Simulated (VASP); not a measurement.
# AlN in VASP: single point with PBE

Aim: the single point of AlN with PBE.

Program: VASP 6.6.1. These are calculated values, not measurements. Logs are shortened: lines on timing, memory, paths and dates and some standing lists are left out, and cuts for length are marked.

## 1. The cell of the first run

The typed cell holds 4 atoms: a = 3.130 Å, b = 3.130 Å, c = 5.017 Å, α = 90.00°, β = 90.00°, γ = 120.00°.

## 2. Single point, PBE

Input file INCAR:

```
SYSTEM = AlN
ALGO = Normal
EDIFF = 1E-6
ENCUT = 600
GGA = PE
GGA_COMPAT = .False.
ISIF = 2
ISMEAR = -1
LASPH = .True.
LCHARG = .False.
LREAL = .False.
LWAVE = .False.
NBANDS = 16
NELM = 120
PREC = Accurate
SIGMA = 0.01
```

Input file KPOINTS:

```
k-points
0
Gamma
  10 10 6
  0 0 0
```

Input file POSCAR:

```
AlN
1.0
    3.1297569564      0.0000000289      0.0000000000
   -1.5648785032      2.7104490175      0.0000000000
    0.0000000000      0.0000000000      5.0174032965
Al N
2 2
Direct
    0.6671045718      0.3329325198      0.5000248651
    0.3329325190      0.6671045718      1.0000248649
    0.6639229736      0.3360399344      0.8799751345
    0.3360399337      0.6639229736      0.3799751347
```

Potentials or basis: VASP PAW PBE potentials, release 64 (Al, N).

The run is started by

```
$ cat potpaw_PBE.64/Al/POTCAR potpaw_PBE.64/N/POTCAR > POTCAR
$ mpirun -np 1 vasp_std > vasp.out
```

OUTCAR:

```text
SYSTEM = AlN
   EDIFF = 1E-6
   ENCUT = 600
   GGA = PE
   ISIF = 2
   ISMEAR = -1
   LASPH = .True.
   LREAL = .False.
   NELM = 120
   PREC = Accurate

 ion  position               nearest neighbor table
   1  0.667  0.333  0.500-   4 1.89   3 1.91   4 1.91   4 1.91   2 3.09   2 3.09   2 3.09   2 3.09
                             2 3.09   2 3.09
   2  0.333  0.667  0.000-   3 1.89   4 1.91   3 1.91   3 1.91   1 3.09   1 3.09   1 3.09   1 3.09
                             1 3.09   1 3.09
   3  0.664  0.336  0.880-   2 1.89   1 1.91   2 1.91   2 1.91
   4  0.336  0.664  0.380-   1 1.89   2 1.91   1 1.91   1 1.91

  LATTYP: Found a hexagonal cell.
 ALAT       =     3.1297569564
 C/A-ratio  =     1.6031287306

  Lattice vectors:

 A1 = (   3.1297569564,   0.0000000289,   0.0000000000)
 A2 = (  -1.5648785032,   2.7104490175,   0.0000000000)
 A3 = (   0.0000000000,   0.0000000000,   5.0174032965)

Analysis of symmetry for initial positions (statically):
=====================================================================
 Subroutine PRICEL returns:
 Original cell was already a primitive cell.

 Routine SETGRP: Setting up the symmetry group for a
 hexagonal supercell.

 Subroutine GETGRP returns: Found  2 space group operations
 (whereof  1 operations were pure point group operations)
 out of a pool of 24 trial point group operations.

The static configuration has the point symmetry C_1 .
 The point group associated with its full space group is C_1h.

Analysis of symmetry for dynamics (positions and initial velocities):
=====================================================================
 Subroutine PRICEL returns:
 Original cell was already a primitive cell.

 Routine SETGRP: Setting up the symmetry group for a
 hexagonal supercell.

 Subroutine GETGRP returns: Found  2 space group operations
 (whereof  1 operations were pure point group operations)
 out of a pool of 24 trial point group operations.

The dynamic configuration has the point symmetry C_1 .
 The point group associated with its full space group is C_1h.

 Subroutine INISYM returns: Found  2 space group operations
 (whereof  1 operations are pure point group operations),
 and found     1 'primitive' translations

----------------------------------------------------------------------------------------

                                     Primitive cell

  volume of cell :      42.5629

  direct lattice vectors                    reciprocal lattice vectors
     3.129756956  0.000000029  0.000000000     0.319513626  0.184471282  0.000000000
[... 87 lines left out ...]
   LASPH  =      T    aspherical Exc in radial PAW
   ENCUT  =  600.0 eV  44.10 Ry    6.64 a.u.   6.25  6.25 10.02*2*pi/ulx,y,z
   NELM   =    120;   NELMIN=  2; NELMDL= -5     # of ELM steps
   EDIFF  = 0.1E-05   stopping-criterion for ELM
   LREAL  =      F    real-space projection
[... 7 lines left out ...]
   TEBEG  =    0.0;   TEEND  =   0.0 temperature during run
   PSTRESS=    0.0 pullay stress
   NELECT =      16.0000    total number of electrons
   NUPDOWN=      -1.0000    fix difference up-down
   EMIN   =  10.00;   EMAX   =-10.00  energy-range for DOS
   EFERMI =   0.00;   METHOD = LEGACY
   ISMEAR =    -1;   SIGMA  =   0.01  broadening in eV -4-tet -1-fermi 0-gaus
   EFERMI_NEDOS =   21; number of points for ismear=-14 and -15
   IALGO  =     38    algorithm
   IMIX   =      4    mixing-type and parameters
     AMIX     =   0.40;   BMIX     =  1.00
     AMIX_MAG =   1.60;   BMIX_MAG =  1.00
  volume/ion in A,a.u.               =      10.64        71.81
  Fermi-wavevector in a.u.,A,eV,Ry     =   1.181511  2.232733 18.993310  1.395969
  Thomas-Fermi vector in A             =   2.317783
   LORBIT       =      0    0 simple, 1 ext, 2 COOP (PROOUT), +10 PAW based schemes
   GGA     = PE    functional components
   LHFCALC =     F    Hartree Fock is set to
   AEXX    =    0.0000 exact exchange contribution
   IVDW    =     0    specifies the selected vdW correction
   LEPSILON=     F    determine dielectric tensor
   LRPA    =     F    only Hartree local field effects (RPA)
 non-spin polarized calculation
  energy-cutoff  :      600.00
  volume of cell :       42.56
 maximum number of plane-waves:      1448
 NGX is ok and might be reduce to    28
   NGX = 13   NGY = 13   NGZ = 21

 number of electron      15.9999998 magnetization

 Free energy of the ion-electron system (eV)
  ---------------------------------------------------
  ext. energy  EPLUGINS =         0.00000000
  ---------------------------------------------------
  free energy    TOTEN  =       -29.78006177 eV

  energy without entropy =      -29.78006177  energy(sigma->0) =      -29.78006177

 E-fermi :   6.1710     XC(G=0): -10.8289

 val. band max:        5.9435421261   @ k =   0.0000   0.0000   0.0000
 cond. band min:      10.0126003967   @ k =   0.0000   0.0000   0.0000
 fundamental gap:      4.0690582706
 Fermi energy:         6.1710281375

 k-point     1 :       0.0000    0.0000    0.0000
  band No.  band energies     occupation
      1      -9.1025      2.00000
      2      -7.0174      2.00000
      3       0.0508      2.00000
      4       5.0966      2.00000
      5       5.1703      2.00000
      6       5.7691      2.00000
[... 433 lines left out ...]
      3       1.7016      2.00000
      4       2.0505      2.00000
      5       2.2178      2.00000
      6       3.8549      2.00000
[... 8 lines left out ...]
     15      18.0889      0.00000
     16      20.3249      0.00000

 [... further k-points ...]

------------------------ aborting loop because EDIFF is reached ----------------------------------------

  FORCE on cell =-STRESS in cart. coord.  units (eV):
  Direction    XX          YY          ZZ          XY          YZ          ZX
  --------------------------------------------------------------------------------------
  -------------------------------------------------------------------------------------
  Total       -0.0315523     -0.2803286      0.1142320     -0.2154466     -0.0009195     -0.0005309
  in kB       -1.1877112    -10.5523001      4.2999910     -8.1099716     -0.0346128     -0.0199837
  external PRESSURE =      -2.4800068 kB  Pullay stress =       0.0000000 kB

 VOLUME and BASIS-vectors are now :
 -----------------------------------------------------------------------------
  energy-cutoff  :      600.00
  volume of cell :       42.56
      direct lattice vectors                 reciprocal lattice vectors
     3.129756956  0.000000029  0.000000000     0.319513626  0.184471282  0.000000000
    -1.564878503  2.710449017  0.000000000    -0.000000003  0.368942558  0.000000000
     0.000000000  0.000000000  5.017403297     0.000000000  0.000000000  0.199306283

 POSITION                                       TOTAL-FORCE (eV/Angst)
 -----------------------------------------------------------------------------------
      1.56688      0.90240      2.50883         0.114650     -0.067997     -0.094134
     -0.00194      1.80815      0.00012        -0.116212      0.065291     -0.094134
      1.55206      0.91082      4.41519         0.180354     -0.102324      0.094134
      0.01276      1.79953      1.90649        -0.178792      0.105029      0.094134
 -----------------------------------------------------------------------------------
    total drift:                                0.000001      0.000002      0.000470

  FREE ENERGIE OF THE ION-ELECTRON SYSTEM (eV)
  ---------------------------------------------------
  free  energy   TOTEN  =       -29.7800617694 eV

  energy  without entropy=      -29.7800617694  energy(sigma->0) =      -29.78006177
```

OSZICAR:

```text
N       E                     dE             d eps       ncg     rms          rms(c)
DAV:   1     0.482360374679E+02    0.48236E+02   -0.79355E+03  5512   0.100E+03
DAV:   2    -0.304218832618E+02   -0.78658E+02   -0.71443E+02  7696   0.207E+02
DAV:   3    -0.344348346712E+02   -0.40130E+01   -0.39994E+01  7096   0.495E+01
DAV:   4    -0.344606301120E+02   -0.25795E-01   -0.25794E-01  6864   0.423E+00
DAV:   5    -0.344609703737E+02   -0.34026E-03   -0.34026E-03  7136   0.484E-01    0.121E+01
DAV:   6    -0.297609604637E+02    0.47000E+01   -0.10679E+01  6872   0.248E+01    0.408E+00
DAV:   7    -0.297920287782E+02   -0.31068E-01   -0.70363E-01  6104   0.594E+00    0.290E+00
DAV:   8    -0.297847557941E+02    0.72730E-02   -0.62645E-02  6424   0.245E+00    0.599E-01
DAV:   9    -0.297795198296E+02    0.52360E-02   -0.12037E-02  7616   0.836E-01    0.251E-01
DAV:  10    -0.297801702358E+02   -0.65041E-03   -0.25303E-03  6128   0.321E-01    0.144E-01
DAV:  11    -0.297800583319E+02    0.11190E-03   -0.24621E-04  6568   0.126E-01    0.335E-02
DAV:  12    -0.297800618932E+02   -0.35613E-05   -0.14651E-05  6344   0.298E-02    0.810E-03
DAV:  13    -0.297800617694E+02    0.12381E-06   -0.57594E-06  6480   0.197E-02
   1 F= -.29780062E+02 E0= -.29780062E+02  d E =-.107838E-12
```

Wall time 52 s (1 thread of Intel Xeon 6975P-C (Granite Rapids), shared host); peak memory 0.26 GiB.

Results:

* Free energy: -29.7801 eV
* Pressure: -0.2 GPa
* Largest force: 0.228 eV/Å
* Band gap on the k mesh: 4.07 eV

Forces on the atoms (eV/Å):
```
Al   0.115 -0.068 -0.094
Al  -0.116  0.065 -0.094
N    0.180 -0.102  0.094
N   -0.179  0.105  0.094
```

Levels at points of the mesh, in eV from the valence-band top:
```tsv
k point	band 5	band 6	band 7	band 8	band 9	band 10	band 11	band 12
(0.00, 0.00, 0.00)	-0.77	-0.17	-0.16	0.00	4.07	6.53	10.46	11.02
(0.50, 0.00, 0.00)	-3.30	-2.03	-1.70	-0.66	5.72	5.80	8.03	10.18
(0.50, 0.50, 0.00)	-3.24	-2.00	-1.81	-0.63	5.75	5.88	8.09	10.15
(0.00, 0.00, 0.50)	-0.52	-0.52	-0.47	-0.47	6.33	6.33	10.19	10.19
(0.50, 0.00, 0.50)	-1.42	-1.42	-1.34	-1.34	5.28	5.28	9.17	9.17
(0.50, 0.50, 0.50)	-1.39	-1.39	-1.31	-1.31	5.23	5.23	9.20	9.20
```

A k mesh can miss the band edges.
